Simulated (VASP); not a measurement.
# TiB (I-4m2) in VASP: a series of runs, part 2 of 2

VASP 6.6.1. The steps go on from the part before.

## 3. Single point, r2SCAN (strain +0.050 along x and y, -0.050 along z)

POSCAR reads:

```
TiB
1.0
    0.0000000000      2.2060500000      1.9959500000
    2.2060500000      0.0000000000      1.9959500000
    2.2060500000      2.2060500000      0.0000000000
Ti B
1 1
Direct
    0.7500000000      0.7500000000      0.7500000000
    0.0000000000      0.0000000000      0.0000000000
```

INCAR.step1 reads:

```
ALGO = Normal ; EDIFF = 1E-4
ENCUT = 520 ; GGA = PE
ISMEAR = 0 ; LASPH = T
LCHARG = F ; LREAL = F
LWAVE = T ; NBANDS = 14
NELM = 80 ; PREC = Accurate
SIGMA = 0.15
```

INCAR.step2 reads:

```
ALGO = Normal ; EDIFF = 1E-6
ENCUT = 520 ; ISIF = 2
ISMEAR = 0 ; ISTART = 1
LASPH = T ; LCHARG = F
LMIXTAU = T ; LREAL = F
LWAVE = F ; METAGGA = R2SCAN
NBANDS = 14 ; NELM = 80
PREC = Accurate ; SIGMA = 0.15
```

KPOINTS reads:

```
k-points
0
Gamma
  20 20 20
```

Potentials or basis: VASP PAW PBE potentials, release 64 (Ti_sv, B).

The run is started by

```bash
$ cat potpaw_PBE.64/Ti_sv/POTCAR potpaw_PBE.64/B/POTCAR > POTCAR
$ cp INCAR.step1 INCAR
$ mpirun -np 1 vasp_std > vasp.out
$ cp INCAR.step2 INCAR
$ mpirun -np 1 vasp_std > vasp.out
```

OUTCAR:

```text
EDIFF = 1E-6
   ENCUT = 520
   ISIF = 2
   ISMEAR = 0
   ISTART = 1
   LASPH = T
   LREAL = F
   METAGGA = R2SCAN
   NELM = 80
   PREC = Accurate

 ion  position               nearest neighbor table
   1  0.750  0.750  0.750-   2 1.85   2 1.85   2 1.85   2 1.85
   2  0.000  0.000  0.000-   1 1.85   1 1.85   1 1.85   1 1.85

  LATTYP: Found a body centered tetragonal cell.
 ALAT       =     3.1198258293
 C/A-ratio  =     1.2795265564

  Lattice vectors:

 A1 = (   0.0000000000,  -2.2060500000,  -1.9959500000)
 A2 = (   0.0000000000,   2.2060500000,  -1.9959500000)
 A3 = (   2.2060500000,   0.0000000000,   1.9959500000)

Analysis of symmetry for initial positions (statically):
=====================================================================
 Subroutine PRICEL returns:
 Original cell was already a primitive cell.

 Routine SETGRP: Setting up the symmetry group for a
 body centered tetragonal supercell.

 Subroutine GETGRP returns: Found  8 space group operations
 (whereof  8 operations were pure point group operations)
 out of a pool of 16 trial point group operations.

The static configuration has the point symmetry D_2d.

Analysis of symmetry for dynamics (positions and initial velocities):
=====================================================================
 Subroutine PRICEL returns:
 Original cell was already a primitive cell.

 Routine SETGRP: Setting up the symmetry group for a
 body centered tetragonal supercell.

 Subroutine GETGRP returns: Found  8 space group operations
 (whereof  8 operations were pure point group operations)
 out of a pool of 16 trial point group operations.

The dynamic configuration has the point symmetry D_2d.

 Subroutine INISYM returns: Found  8 space group operations
 (whereof  8 operations are pure point group operations),
 and found     1 'primitive' translations

----------------------------------------------------------------------------------------

                                     Primitive cell

  volume of cell :      19.4272

  direct lattice vectors                    reciprocal lattice vectors
     0.000000000  2.206050000  1.995950000    -0.226649441  0.226649441  0.250507277
     2.206050000  0.000000000  1.995950000     0.226649441 -0.226649441  0.250507277
     2.206050000  2.206050000  0.000000000     0.226649441  0.226649441 -0.250507277

  length of vectors
     2.974974455  2.974974455  3.119825829     0.406809334  0.406809334  0.406809334

  position of ions in fractional coordinates (direct lattice)
     0.750000000  0.750000000  0.750000000
     0.000000000  0.000000000  0.000000000

  ion indices of the primitive-cell ions
   primitive index   ion index
                 1           1
                 2           2

----------------------------------------------------------------------------------------

 KPOINTS: k-points

Automatic generation of k-mesh.
 Grid dimensions read from file:
 generate k-points for:   20   20   20

 Generating k-lattice:

  Cartesian coordinates                     Fractional coordinates (reciprocal lattice)
    -0.011332472  0.011332472  0.012525364     0.050000000 -0.000000000  0.000000000
     0.011332472 -0.011332472  0.012525364    -0.000000000  0.050000000  0.000000000
     0.011332472  0.011332472 -0.012525364     0.000000000  0.000000000  0.050000000

  Length of vectors
     0.020340467  0.020340467  0.020340467

  Shift w.r.t. Gamma in fractional coordinates (k-lattice)
     0.000000000  0.000000000  0.000000000

 Subroutine IBZKPT returns following result:
 ===========================================

 Found    641 irreducible k-points:

 Following reciprocal coordinates:
            Coordinates               Weight
  0.000000  0.000000  0.000000      1.000000
  0.050000  0.000000  0.000000      8.000000
  0.100000 -0.000000  0.000000      8.000000
  0.150000  0.000000  0.000000      8.000000
  0.200000 -0.000000  0.000000      8.000000
  0.250000  0.000000  0.000000      8.000000
[... 16 lines left out ...]
 -0.400000  0.050000  0.000000      8.000000
 -0.350000  0.050000  0.000000      8.000000
 [... further k-points ...]
   k-points           NKPTS =    641   k-points in BZ     NKDIM =    641   number of bands    NBANDS=     14
   number of dos      NEDOS =    301   number of ions     NIONS =      2
   total plane-waves  NPLWV =  13824
   dimension x,y,z NGX =    24 NGY =   24 NGZ =   24
   dimension x,y,z NGXF=    48 NGYF=   48 NGZF=   48
   ions per type =               1   1
   NGX,Y,Z   is equivalent  to a cutoff of  13.41, 13.41, 12.79 a.u.
   NGXF,Y,Z  is equivalent  to a cutoff of  26.82, 26.82, 25.58 a.u.
 SYSTEM =  unknown system
   PREC   = accura    normal or accurate (medium, high low for compatibility)
   ISTART =      1    job   : 0-new  1-cont  2-samecut
   ICHARG =      0    charge: 1-file 2-atom 10-const
   ISPIN  =      1    spin polarized calculation?
   LNONCOLLINEAR =      F non collinear calculations
   LSORBIT =      F    spin-orbit coupling
   LASPH  =      T    aspherical Exc in radial PAW
   ENCUT  =  520.0 eV  38.22 Ry    6.18 a.u.   5.53  5.53  5.80*2*pi/ulx,y,z
   NELM   =     80;   NELMIN=  2; NELMDL=  0     # of ELM steps
   EDIFF  = 0.1E-05   stopping-criterion for ELM
   LREAL  =      F    real-space projection
   EDIFFG = 0.1E-04   stopping-criterion for IOM
   NSW    =      0    number of steps for IOM
   IBRION =     -1    ionic relax: 0-MD 1-quasi-New 2-CG
   NFREE  =      0    steps in history (QN), initial steepest desc. (CG)
   ISIF   =      2    stress and relaxation
   ISYM   =      2    0-nonsym 1-usesym 2-fastsym
   POTIM  = 0.5000    time-step for ionic-motion
   TEBEG  =    0.0;   TEEND  =   0.0 temperature during run
   PSTRESS=    0.0 pullay stress
   NELECT =      15.0000    total number of electrons
   NUPDOWN=      -1.0000    fix difference up-down
   EMIN   =  10.00;   EMAX   =-10.00  energy-range for DOS
   EFERMI =   0.00;   METHOD = LEGACY
   ISMEAR =     0;   SIGMA  =   0.15  broadening in eV -4-tet -1-fermi 0-gaus
   EFERMI_NEDOS =   21; number of points for ismear=-14 and -15
   IALGO  =     38    algorithm
   IMIX   =      4    mixing-type and parameters
     AMIX     =   0.40;   BMIX     =  1.00
     AMIX_MAG =   1.60;   BMIX_MAG =  1.00
  volume/ion in A,a.u.               =       9.71        65.55
  Fermi-wavevector in a.u.,A,eV,Ry     =   1.501880  2.838141 30.689879  2.255642
  Thomas-Fermi vector in A             =   2.613193
   LORBIT       =      0    0 simple, 1 ext, 2 COOP (PROOUT), +10 PAW based schemes
   METAGGA = R2SCAN    functional components
   LHFCALC =     F    Hartree Fock is set to
   AEXX    =    0.0000 exact exchange contribution
   IVDW    =     0    specifies the selected vdW correction
   LEPSILON=     F    determine dielectric tensor
   LRPA    =     F    only Hartree local field effects (RPA)
 non-spin polarized calculation
 Gauss-broadening in eV      SIGMA  =   0.15
  energy-cutoff  :      520.00
  volume of cell :       19.43
 maximum number of plane-waves:       538
 NGX is ok and might be reduce to    24
   NGX = 11   NGY = 11   NGZ = 11

 number of electron      15.0000003 magnetization

 Free energy of the ion-electron system (eV)
  ---------------------------------------------------
  ext. energy  EPLUGINS =         0.00000000
  ---------------------------------------------------
  free energy    TOTEN  =       -16.48731859 eV

  energy without entropy =      -16.47712128  energy(sigma->0) =      -16.48221993

 E-fermi :   8.8945     XC(G=0): -13.4234

 val. band max:        8.8809105007   @ k =  -0.4500   0.3000   0.0000
 cond. band min:       8.8989929976   @ k =  -0.2500   0.1000   0.2500
 fundamental gap:      0.0180824969
 Fermi energy:         8.8945464791

 k-point     1 :       0.0000    0.0000    0.0000
  band No.  band energies     occupation
      1     -48.3696      2.00000
      2     -23.4873      2.00000
      3     -23.4873      2.00000
      4     -23.4235      2.00000
      5      -0.6675      2.00000
      6       6.8426      2.00000
      7       6.8426      2.00000
      8       7.1673      2.00000
      9      11.7535      0.00000
     10      12.7801      0.00000
     11      21.1981      0.00000
     12      21.1981      0.00000
     13      21.4046      0.00000
     14      22.3609      0.00000
[... 375 lines left out ...]
 k-point    24 :      -0.3500    0.0500    0.0000
  band No.  band energies     occupation
      1     -48.2829      2.00000
      2     -24.0529      2.00000
      3     -23.6069      2.00000
      4     -23.5188      2.00000
      5       2.0876      2.00000
      6       6.1065      2.00000
      7       7.2913      2.00000
      8       8.0724      2.00000
      9      12.3451      0.00000
     10      12.7216      0.00000
     11      15.8932      0.00000
     12      19.4793      0.00000
     13      20.0785      0.00000
     14      22.4102      0.00000

 [... further k-points ...]
[... 5 lines left out ...]
  --------------------------------------------------------------------------------------
  -------------------------------------------------------------------------------------
  Total       13.3268163     13.3268163     10.1652841      0.0000000      0.0000000      0.0000000
  in kB     1099.0732460   1099.0732460    838.3391488      0.0000000      0.0000000      0.0000000
  external PRESSURE =    1012.1618803 kB  Pullay stress =       0.0000000 kB

 VOLUME and BASIS-vectors are now :
 -----------------------------------------------------------------------------
  energy-cutoff  :      520.00
  volume of cell :       19.43
      direct lattice vectors                 reciprocal lattice vectors
     0.000000000  2.206050000  1.995950000    -0.226649441  0.226649441  0.250507277
     2.206050000  0.000000000  1.995950000     0.226649441 -0.226649441  0.250507277
     2.206050000  2.206050000  0.000000000     0.226649441  0.226649441 -0.250507277

 POSITION                                       TOTAL-FORCE (eV/Angst)
 -----------------------------------------------------------------------------------
      3.30907      3.30907      2.99392        -0.000000     -0.000000     -0.000000
      0.00000      0.00000      0.00000         0.000000      0.000000      0.000000
 -----------------------------------------------------------------------------------
    total drift:                                0.000001      0.000001      0.000002

  FREE ENERGIE OF THE ION-ELECTRON SYSTEM (eV)
  ---------------------------------------------------
  free  energy   TOTEN  =       -16.4873185858 eV

  energy  without entropy=      -16.4771212804  energy(sigma->0) =      -16.48221993
```

Run time: 12 min. Hardware: 1 thread of Intel Xeon 8259CL, shared host; peak memory 0.3 GiB.

What came out:

| Property | Result |
| --- | --- |
| Free energy | -16.4873 eV |
| Pressure | 101.2 GPa |
| Band gap on the k mesh | zero (an odd number of electrons rules out a gap without spin polarisation) |

Stress tensor (GPa, compression positive):
```
109.91   0.00   0.00
  0.00 109.91   0.00
  0.00   0.00  83.83
```

Caveat: the cell differs from its parent crystal (strain +0.050 along x and y, -0.050 along z); the stress differs along the axes, from 84 to 110 GPa; the PAW data sets were made with another functional, which shifts forces and pressure a little.
